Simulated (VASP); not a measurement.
**Al: single point with PBE**

Al:

```
Al
1.0
     0.00000    2.00032    2.00032
     2.00032    0.00000    2.00032
     2.00032    2.00032    0.00000
Al
1
Direct
  0.00000 0.00000 0.00000
```

This cell differs from its parent crystal: volume scaled by 0.97.

```yaml
Program: VASP 6.6.1
Task: single point
Functional: PBE
Potentials_or_basis: VASP PAW PBE potentials, release 64 (Al)
Cutoff: 520 eV
k_mesh: 18 × 18 × 18
Occupations: gaussian, width 0.1 eV
Spin: no spin polarisation
Dipole_correction: no
Further_INCAR_settings: ALGO = Fast; EDIFF = 1e-07; NBANDS = 8
```

```json
{"Pressure": "2.4 GPa"}
```

Levels at points of the mesh, in eV from the Fermi level:
```csv
k point,band 1,band 2,band 3,band 4,band 5
"(0.00, 0.00, 0.00)",-11.34,12.79,12.79,12.79,14.52
"(0.50, 0.00, 0.00)",-4.71,-4.42,11.61,11.61,11.74
"(0.50, 0.50, 0.00)",-2.99,-1.60,5.27,5.74,5.74
```

It took 14 s on 1 thread of AMD EPYC 9R45 (Zen 5), with other jobs on the host, peak memory 0.11 GiB.
